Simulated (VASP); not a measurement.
# K2F (P4/mmm) in VASP: notebook

The runs below take K2F through relaxation of cell and atoms, single point, with PBE.

Program: VASP 6.6.1. These are calculated values, not measurements. Logs are shortened: lines on timing, memory, paths and dates and some standing lists are left out, and cuts for length are marked.

## 1. The cell of the first run

It takes space group P4/mmm (No. 123, tetragonal). The conventional cell has a = 5.221 Å, b = 5.221 Å, c = 4.510 Å, α = 90.00°, β = 90.00°, γ = 90.00°. Within 3.4 Å of K (site symmetry mmm) lie 2 F at 2.61 Å. F (site symmetry 4/mmm) has 4 K at 2.61 Å within 3.4 Å.

## 2. Relaxation of cell and atoms, PBE

Input file INCAR:

```
ALGO = Normal ; EDIFF = 1E-7
EDIFFG = -0.01 ; ENCUT = 600
GGA = PE ; IBRION = 2
ISIF = 3 ; ISMEAR = 0
LASPH = True ; LCHARG = False
LREAL = False ; LWAVE = False
NELM = 100 ; NSW = 100
PREC = Accurate ; SIGMA = 0.1
```

Input file KPOINTS:

```
k-points
0
Gamma
  10 10 10
```

Input file POSCAR:

```
K2F
1.0
    5.2211241930      0.0000000000      0.0000000000
    0.0000000000      5.2211241930      0.0000000000
    0.0000000000      0.0000000000      4.5103003387
K F
2 1
Direct
    0.5000000000      0.0000000000      0.5000000000
    0.0000000000      0.5000000000      0.5000000000
    0.0000000000      0.0000000000      0.5000000000
```

Potentials or basis: VASP PAW PBE potentials, release 64 (K_sv, F).

Run with:

```sh
> cat potpaw_PBE.64/K_sv/POTCAR potpaw_PBE.64/F/POTCAR > POTCAR
> mpirun -np 1 vasp_std > vasp.out
```

OUTCAR:

```text
EDIFF = 1E-7
   EDIFFG = -0.01
   ENCUT = 600
   GGA = PE
   IBRION = 2
   ISIF = 3
   ISMEAR = 0
   LASPH = True
   LREAL = False
   NELM = 100
   NSW = 100
   PREC = Accurate

 ion  position               nearest neighbor table
   1  0.500  0.000  0.500-   3 2.61   3 2.61   2 3.69   2 3.69   2 3.69   2 3.69
   2  0.000  0.500  0.500-   3 2.61   3 2.61   1 3.69   1 3.69   1 3.69   1 3.69
   3  0.000  0.000  0.500-   1 2.61   2 2.61   2 2.61   1 2.61

  LATTYP: Found a simple tetragonal cell.
 ALAT       =     5.2211241930
 C/A-ratio  =     0.8638561681

  Lattice vectors:

 A1 = (   5.2211241930,   0.0000000000,   0.0000000000)
 A2 = (   0.0000000000,   5.2211241930,   0.0000000000)
 A3 = (   0.0000000000,   0.0000000000,   4.5103003387)

Analysis of symmetry for initial positions (statically):
=====================================================================
 Subroutine PRICEL returns:
 Original cell was already a primitive cell.

 Routine SETGRP: Setting up the symmetry group for a
 simple tetragonal supercell.

 Subroutine GETGRP returns: Found 16 space group operations
 (whereof 16 operations were pure point group operations)
 out of a pool of 16 trial point group operations.

The static configuration has the point symmetry D_4h.

Analysis of symmetry for dynamics (positions and initial velocities):
=====================================================================
 Subroutine PRICEL returns:
 Original cell was already a primitive cell.

 Routine SETGRP: Setting up the symmetry group for a
 simple tetragonal supercell.

 Subroutine GETGRP returns: Found 16 space group operations
 (whereof 16 operations were pure point group operations)
 out of a pool of 16 trial point group operations.

The dynamic configuration has the point symmetry D_4h.

 Subroutine INISYM returns: Found 16 space group operations
 (whereof 16 operations are pure point group operations),
 and found     1 'primitive' translations

----------------------------------------------------------------------------------------

                                     Primitive cell

  volume of cell :     122.9514

  direct lattice vectors                    reciprocal lattice vectors
     5.221124193  0.000000000  0.000000000     0.191529633  0.000000000  0.000000000
     0.000000000  5.221124193  0.000000000     0.000000000  0.191529633  0.000000000
     0.000000000  0.000000000  4.510300339     0.000000000  0.000000000  0.221714725

  length of vectors
     5.221124193  5.221124193  4.510300339     0.191529633  0.191529633  0.221714725

[... 90 lines left out ...]
   POTIM  = 0.5000    time-step for ionic-motion
   TEBEG  =    0.0;   TEEND  =   0.0 temperature during run
   PSTRESS=    0.0 pullay stress
   NELECT =      25.0000    total number of electrons
   NUPDOWN=      -1.0000    fix difference up-down
   EMIN   =  10.00;   EMAX   =-10.00  energy-range for DOS
   EFERMI =   0.00;   METHOD = LEGACY
   ISMEAR =     0;   SIGMA  =   0.10  broadening in eV -4-tet -1-fermi 0-gaus
   EFERMI_NEDOS =   21; number of points for ismear=-14 and -15
   IALGO  =     38    algorithm
   IMIX   =      4    mixing-type and parameters
     AMIX     =   0.40;   BMIX     =  1.00
     AMIX_MAG =   1.60;   BMIX_MAG =  1.00
  volume/ion in A,a.u.               =      40.98       276.57
  Fermi-wavevector in a.u.,A,eV,Ry     =   0.962669  1.819181 12.608950  0.926732
  Thomas-Fermi vector in A             =   2.092148
   LORBIT       =      0    0 simple, 1 ext, 2 COOP (PROOUT), +10 PAW based schemes
   GGA     = PE    functional components
   LHFCALC =     F    Hartree Fock is set to
   AEXX    =    0.0000 exact exchange contribution
   IVDW    =     0    specifies the selected vdW correction
   LEPSILON=     F    determine dielectric tensor
   LRPA    =     F    only Hartree local field effects (RPA)
 conjugate gradient relaxation of ions
 non-spin polarized calculation
 Gauss-broadening in eV      SIGMA  =   0.10
  energy-cutoff  :      600.00
  volume of cell :      122.95
 maximum number of plane-waves:      4134
 NGX is ok and might be reduce to    42
   NGX = 21   NGY = 21   NGZ = 19

--------------------------------------- Ionic step        1  -------------------------------------------

 number of electron      25.0000001 magnetization

 Free energy of the ion-electron system (eV)
  ---------------------------------------------------
  ext. energy  EPLUGINS =         0.00000000
  ---------------------------------------------------
  free energy    TOTEN  =        -8.73881961 eV

  energy without entropy =       -8.73349865  energy(sigma->0) =       -8.73615913

------------------------ aborting loop because EDIFF is reached ----------------------------------------

  FORCE on cell =-STRESS in cart. coord.  units (eV):
  Direction    XX          YY          ZZ          XY          YZ          ZX
  --------------------------------------------------------------------------------------
  -------------------------------------------------------------------------------------
  Total        0.1787065      0.1787065     -0.0104996      0.0000000      0.0000000      0.0000000
  in kB        2.3287211      2.3287211     -0.1368202      0.0000000      0.0000000      0.0000000
  external PRESSURE =       1.5068740 kB  Pullay stress =       0.0000000 kB
[... 61 lines left out ...]
--------------------------------------- Ionic step        3  -------------------------------------------

 number of electron      25.0000004 magnetization

 Free energy of the ion-electron system (eV)
  ---------------------------------------------------
  ext. energy  EPLUGINS =         0.00000000
  ---------------------------------------------------
  free energy    TOTEN  =        -8.73968250 eV

  energy without entropy =       -8.73440661  energy(sigma->0) =       -8.73704456

 E-fermi :   0.3337     XC(G=0):  -6.2184

 val. band max:        0.3282598418   @ k =   0.3000   0.2000   0.3000
 cond. band min:       0.3893678462   @ k =   0.4000   0.0000   0.3000
 fundamental gap:      0.0611080045
 Fermi energy:         0.3336852379

 k-point     1 :       0.0000    0.0000    0.0000
  band No.  band energies     occupation
      1     -31.4074      2.00000
      2     -31.3488      2.00000
      3     -22.6477      2.00000
      4     -15.0471      2.00000
      5     -15.0471      2.00000
      6     -14.9388      2.00000
[... 433 lines left out ...]
      3     -22.6597      2.00000
      4     -15.0242      2.00000
      5     -15.0204      2.00000
      6     -14.9373      2.00000
[... 8 lines left out ...]
     15       3.2687      0.00000
     16       4.1348      0.00000

 [... further k-points ...]
[... 5 lines left out ...]
  --------------------------------------------------------------------------------------
  -------------------------------------------------------------------------------------
  Total        0.0072103      0.0072103     -0.0196781      0.0000000     -0.0000000      0.0000000
  in kB        0.0930703      0.0930703     -0.2540057      0.0000000     -0.0000000      0.0000000
  external PRESSURE =      -0.0226217 kB  Pullay stress =       0.0000000 kB
[... 18 lines left out ...]
  FREE ENERGIE OF THE ION-ELECTRON SYSTEM (eV)
  ---------------------------------------------------
  free  energy   TOTEN  =        -8.7396825021 eV

  energy  without entropy=       -8.7344066116  energy(sigma->0) =       -8.73704456

 reached required accuracy - stopping structural energy minimisation
```

OSZICAR:

```text
N       E                     dE             d eps       ncg     rms          rms(c)
DAV:   1     0.220826525176E+03    0.22083E+03   -0.12403E+04  4032   0.145E+03
DAV:   2     0.580131054962E+01   -0.21503E+03   -0.21234E+03  5424   0.384E+02
DAV:   3    -0.930064097141E+01   -0.15102E+02   -0.15088E+02  5016   0.946E+01
DAV:   4    -0.107831038582E+02   -0.14825E+01   -0.14806E+01  7216   0.177E+01
[... 30 lines left out ...]
DAV:   6    -0.873968371800E+01    0.42581E-05   -0.30377E-05  7912   0.373E-02    0.502E-03
DAV:   7    -0.873968294883E+01    0.76918E-06   -0.10878E-06  4984   0.750E-03    0.200E-03
DAV:   8    -0.873968229346E+01    0.65536E-06   -0.13585E-07  3704   0.296E-03    0.637E-04
DAV:   9    -0.873968247498E+01   -0.18151E-06   -0.25478E-08  2360   0.153E-03    0.294E-04
DAV:  10    -0.873968250207E+01   -0.27099E-07   -0.87501E-09  2232   0.585E-04
   3 F= -.87396825E+01 E0= -.87370446E+01  d E =-.862889E-03
```

CONTCAR:

```text
K2F
   1.00000000000000
     5.2466820108033296    0.0000000000000000    0.0000000000000000
     0.0000000000000000    5.2466820108033296    0.0000000000000000
     0.0000000000000000    0.0000000000000000    4.5090031659738337
  K               F
     2     1
Direct
     0.5000000000000000    0.0000000000000000    0.5000000000000000
     0.0000000000000000    0.5000000000000000    0.5000000000000000
     0.0000000000000000    0.0000000000000000    0.5000000000000000

  0.00000000E+00  0.00000000E+00  0.00000000E+00
  0.00000000E+00  0.00000000E+00  0.00000000E+00
  0.00000000E+00  0.00000000E+00  0.00000000E+00
```

Run time: 10 min. Hardware: 1 thread of Intel Xeon Platinum 8259CL at 2.50GHz (Skylake/Cascade Lake), shared host; peak memory 0.45 GiB.

What came out:

```
Free energy                            : -8.7397 eV
Relaxed volume                         : 41.37 Å³/atom
Relaxed cell                           : a = 5.247 Å, b = 5.247 Å, c = 4.509 Å, α = 90.00°, β = 90.00°, γ = 90.00°
Space group after relaxing (to 0.05 Å) : P4/mmm (No. 123)
Energy gained by relaxing              : 0.3 meV/atom
Ionic steps                            : 3
Pressure after relaxing                : 0.0 GPa
```

Step by step:
| step | energy change (eV) | largest force (eV/Å) | pressure (GPa) | volume (Å³) |
| --- | --- | --- | --- | --- |
| 1 | 0.0000 | 0.0000 | 0.15 | 122.95 |
| 2 | -0.0007 | 0.0000 | 0.05 | 123.64 |
| 3 | -0.0009 | 0.0000 | 0.00 | 124.12 |

Final structure:
```xyz
3
Lattice="5.2467 0.0000 0.0000 0.0000 5.2467 0.0000 0.0000 0.0000 4.5090" Properties=species:S:1:pos:R:3 pbc="T T T"
K     2.6233    0.0000    2.2545
K     0.0000    2.6233    2.2545
F     0.0000    0.0000    2.2545
```

Caveat: an odd number of electrons without spin polarisation forces a metal; a magnetic or distorted state may lie lower.

## 3. Single point, PBE

This run uses another cell than the first one, of 30.70 Å³/atom, 0.749 times its volume.

Input file INCAR:

```
ALGO = Normal
EDIFF = 1E-6
ENCUT = 520
GGA = PE
ISIF = 2
ISMEAR = 0
LASPH = T
LCHARG = F
LREAL = F
LWAVE = F
NBANDS = 20
NELM = 100
PREC = Accurate
SIGMA = 0.1
```

Input file KPOINTS:

```
k-points
0
Gamma
  4 4 4
```

Input file POSCAR:

```
K2F
1.0
    4.1948827500      0.0000000000      0.0000000000
    0.0000000000      4.1948827500      0.0000000000
    0.0000000000      0.0000000000      5.2336292300
K F
2 1
Direct
    0.5000000000      0.0000000000      0.5000000000
    0.0000000000      0.5000000000      0.5000000000
    0.0000000000      0.0000000000      0.5000000000
```

Potentials or basis: VASP PAW PBE potentials, release 64 (K_sv, F).

Run with:

```sh
> cat potpaw_PBE.64/K_sv/POTCAR potpaw_PBE.64/F/POTCAR > POTCAR
> mpirun -np 1 vasp_std > vasp.out
```

Wall time 18 s (1 thread of Intel Xeon Platinum 8488C (Sapphire Rapids), shared host); peak memory 0.19 GiB.

It converged, with:

```
Free energy : -5.7592 eV
Pressure    : 19.5 GPa
```

Stress tensor (GPa, compression positive):
```
29.81  0.00  0.00
 0.00 29.81  0.00
 0.00  0.00 -1.15
```

Levels at points of the mesh, in eV from the Fermi level:
| k point | band 8 | band 9 | band 10 | band 11 | band 12 | band 13 | band 14 | band 15 | band 16 | band 17 |
| --- | --- | --- | --- | --- | --- | --- | --- | --- | --- | --- |
| (0.00, 0.00, 0.00) | -15.06 | -15.06 | -6.57 | -5.11 | -5.11 | -1.97 | 0.93 | 2.93 | 4.04 | 4.04 |
| (0.50, 0.00, 0.00) | -15.42 | -14.62 | -7.29 | -6.82 | -5.20 | -0.11 | 0.82 | 3.03 | 3.17 | 5.23 |
| (0.50, 0.50, 0.00) | -14.68 | -14.54 | -7.50 | -7.50 | -7.10 | 1.97 | 1.99 | 2.15 | 2.15 | 3.58 |
| (0.00, 0.00, 0.50) | -15.06 | -15.06 | -6.60 | -5.11 | -5.11 | -0.52 | -0.29 | 2.95 | 3.29 | 3.44 |
| (0.50, 0.00, 0.50) | -15.43 | -14.62 | -7.29 | -6.85 | -5.20 | 0.62 | 1.37 | 1.90 | 4.15 | 5.10 |
| (0.50, 0.50, 0.50) | -14.68 | -14.54 | -7.50 | -7.50 | -7.14 | 0.75 | 3.27 | 3.57 | 3.69 | 3.69 |

Caveat: the k points lie up to 0.37 Å⁻¹ apart; an odd number of electrons without spin polarisation forces a metal; a magnetic or distorted state may lie lower.
